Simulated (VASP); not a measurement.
Set up this calculation in VASP 6.6.1, as the native input.

| Property | Result |
| --- | --- |
| Task | electric field gradients |
| Functional | LDA |
| Potentials or basis | VASP PAW LDA potentials, release 64 (Sn_d, O) |
| Cutoff | 520 eV |
| k mesh | 4 × 4 × 6 |
| Occupations | fermi-dirac, width 0.03 eV |
| Spin | no spin polarisation |
| Dipole correction | no |
| Further INCAR settings | ALGO = Normal; EDIFF = 1e-08; NBANDS = 35 |

The structure of SnO2 lies in POSCAR:

```
SnO2
1.0
    4.7373500000      0.0000000000      0.0000000000
    0.0000000000      4.7373500000      0.0000000000
    0.0000000000      0.0000000000      3.2182640000
Sn O
2 4
Direct
    0.0000000000      0.0000000000      0.0000000000
    0.5000000000      0.5000000000      0.5000000000
    0.3056200000      0.3056200000      0.0000000000
    0.1943800000      0.8056200000      0.5000000000
    0.6943800000      0.6943800000      0.0000000000
    0.8056200000      0.1943800000      0.5000000000
```

This cell differs from its parent crystal: zz strain of +1 %.

These files were run (other wordings do the same):

INCAR

```
SYSTEM = SnO2
PREC = Accurate
ENCUT = 520
EDIFF = 1E-8
ISMEAR = -1
SIGMA = 0.03
LREAL = .False.
LASPH = .True.
NELM = 60
ALGO = Normal
ISIF = 2
LWAVE = .False.
LCHARG = .False.
LEFG = .True.
NBANDS = 35
```

KPOINTS

```
Automatic mesh
0
Gamma
  4 4 6
  0 0 0
```

Potentials or basis: VASP PAW LDA potentials, release 64 (Sn_d, O).

Command:

```bash
$ cat potpaw_LDA.64/Sn_d/POTCAR potpaw_LDA.64/O/POTCAR > POTCAR
$ mpirun -np 1 vasp_std > vasp.out
```

It gave:

| Item | Value |
| --- | --- |
| Pressure | -2.4 GPa |
| Largest force | 0.116 eV/Å |
| Band gap on the k mesh | 0.99 eV |
| Largest electric field gradient by atom | Sn +65.1; O -106.7 V/Å² |

Caveat: the cell differs from its parent crystal (zz strain of +1 %); without QUAD_EFG the Cq values of the log hold for a quadrupole moment of 1 mb, not for the nuclei; spin-orbit coupling is left out, which moves the levels of the heavy elements.

Run time: 64 s on 1 thread of Intel Xeon 8259CL (shared host), peak memory 0.18 GiB.
